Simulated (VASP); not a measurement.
Input of a VASP 6.6.1 run:

INCAR

```
SYSTEM = GaP
  PREC = Accurate
  ENCUT = 500
  EDIFF = 1E-6
  ISMEAR = -1
  SIGMA = 0.1
  LREAL = .FALSE.
  LASPH = .TRUE.
  NELM = 120
  ALGO = Normal
  ISIF = 2
  LWAVE = .FALSE.
  LCHARG = .FALSE.
  GGA = PE
  NBANDS = 16
  GGA_COMPAT = .FALSE.
```

The input KPOINTS:

```
regular mesh
0
G
  14 14 14
  0 0 0
```

The input POSCAR:

```
GaP
1.0
    3.1246759736      0.0000000000      0.0000000000
    0.0000000000      3.1246759736      0.0000000000
    0.0000000000      0.0000000000      3.1246759736
Ga P
1 1
Direct
    0.0000000000      0.0000000000      0.0000000000
    0.5000000000      0.5000000000      0.5000000000
```

Potentials or basis: VASP PAW PBE potentials, release 64 (Ga_d, P).

Launch:

```bash
$ cat potpaw_PBE.64/Ga_d/POTCAR potpaw_PBE.64/P/POTCAR > POTCAR
$ mpirun -np 1 vasp_std > vasp.out
```

Question: What does it give for the pressure?

Answer: 7.6 GPa.

Question: What does it give for the band gap on the k mesh?

Answer: Zero (band 9 reaches 9.71 eV, above the bottom of band 10 at 5.86 eV).
